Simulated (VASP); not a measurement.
Runs of VASP 6.6.1 on Cu. The structure is that of space group Fm-3m (No. 225), or close to it. The cells are those of the table. 

```csv
task,level,potentials or basis,cell,k mesh,cutoff (eV),gap on the mesh (eV),pressure (GPa),relaxed volume (Å³/atom)
single point,PBEsol,"VASP PAW PBE potentials, release 64 (Cu)","a = 2.553 Å, angles 60.0°, 1 atom",38 × 38 × 38,520,none,-5.3,-
single point,PBEsol,"VASP PAW PBE potentials, release 64 (Cu)","a = 2.520 Å, angles 60.0°, 1 atom",39 × 39 × 39,520,none,0.8,-
single point,LDA,"VASP PAW LDA potentials, release 64 (Cu)","a = 2.488 Å, angles 60.0°, 1 atom",39 × 39 × 39,520,none,0.9,-
relaxation of cell and atoms,PBEsol,"VASP PAW PBE potentials, release 64 (Cu)","relaxed from a = 2.553 Å, angles 60.0°, 1 atom",26 × 26 × 26,600,none,0.0,11.36
relaxation of cell and atoms,PBE,"VASP PAW PBE potentials, release 64 (Cu)","relaxed from a = 2.553 Å, angles 60.0°, 1 atom",26 × 26 × 26,600,none,0.0,12.01
relaxation of cell and atoms,LDA,"VASP PAW LDA potentials, release 64 (Cu)","relaxed from a = 2.553 Å, angles 60.0°, 1 atom",26 × 26 × 26,600,none,-0.1,(a)
single point,r2SCAN,"VASP PAW PBE potentials, release 64 (Cu)","a = 2.531 Å, angles 60.0°, 1 atom",26 × 26 × 26,520,none,(b),-
single point,LDA,"VASP PAW LDA potentials, release 64 (Cu)","a = 2.488 Å, angles 60.0°, 1 atom",26 × 26 × 26,520,none,0.9,-
single point,PBE,"VASP PAW PBE potentials, release 64 (Cu)","a = 2.566 Å, angles 60.0°, 1 atom",38 × 38 × 38,520,none,0.6,-
single point,PBE,"VASP PAW PBE potentials, release 64 (Cu)","a = 2.566 Å, angles 60.0°, 1 atom",26 × 26 × 26,520,none,0.7,-
single point,PBEsol,"VASP PAW PBE potentials, release 64 (Cu)","a = 2.520 Å, angles 60.0°, 1 atom",26 × 26 × 26,520,none,0.8,-
```

Alike in all rows: no spin polarisation; smearing methfessel-paxton 0.1 eV.

Estimate the missing entries.

(a) 10.94; (b) 0.1.

Caveats: the PAW data sets were made with another functional, which shifts forces and pressure a little (at least some runs); the cell stands under tension (at least some runs).

A gap of «none» marks levels without a gap at the run's occupations.
